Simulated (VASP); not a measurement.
Here is a VASP 6.6.1 calculation.

Contents of INCAR:

```
  ALGO = Normal
  EDIFF = 1E-8
  ENCUT = 520
  GGA = PE
  ISIF = 2
  ISMEAR = 0
  LASPH = T
  LCHARG = F
  LEPSILON = T
  LREAL = F
  LWAVE = F
  NELM = 60
  PREC = Accurate
  SIGMA = 0.01
```

The input KPOINTS:

```
k-points
0
Gamma
  6 6 4
```

POSCAR

```
La2O3
1.0
    3.9350929413      0.0000000000      0.0000000000
   -1.9675464707      3.4078904534      0.0000000000
    0.0000000000      0.0000000000      6.1262268541
La O
2 3
Direct
    0.3333333333      0.6666666667      0.2461581727
    0.6666666667      0.3333333333      0.7538418273
    0.0000000000      0.0000000000      0.0000000000
    0.3333333333      0.6666666667      0.6461107659
    0.6666666667      0.3333333333      0.3538892341
```

Potentials or basis: VASP PAW PBE potentials, release 64 (La, O).

Run with:

```bash
$ cat potpaw_PBE.64/La/POTCAR potpaw_PBE.64/O/POTCAR > POTCAR
$ mpirun -np 1 vasp_std > vasp.out
```

Question: Predict the electronic dielectric tensor (diagonal).

Answer: 4.81, 4.81, 4.70.

Question: Predict the Born charges (mean of the diagonal).

Answer: La +4.09; O -2.67, -2.75 (each value once) e.

Question: Estimate the band gap on the k mesh.

Answer: 3.86 eV (least direct gap 3.98 eV).

Born effective charge tensors (e):
atom 1, La
```
4.21 0.00 0.00
0.00 4.21 0.00
0.00 0.00 3.83
```
atom 2, La
```
4.21 0.00 0.00
0.00 4.21 0.00
0.00 0.00 3.83
```
atom 3, O
```
-2.71  0.00  0.00
 0.00 -2.71  0.00
 0.00  0.00 -2.58
```
atom 4, O
```
-2.86  0.00  0.00
 0.00 -2.86  0.00
 0.00  0.00 -2.54
```
atom 5, O
```
-2.86  0.00  0.00
 0.00 -2.86  0.00
 0.00  0.00 -2.54
```

Caveat: spin-orbit coupling is left out, which moves the levels of the heavy elements. A k mesh can miss the band edges.
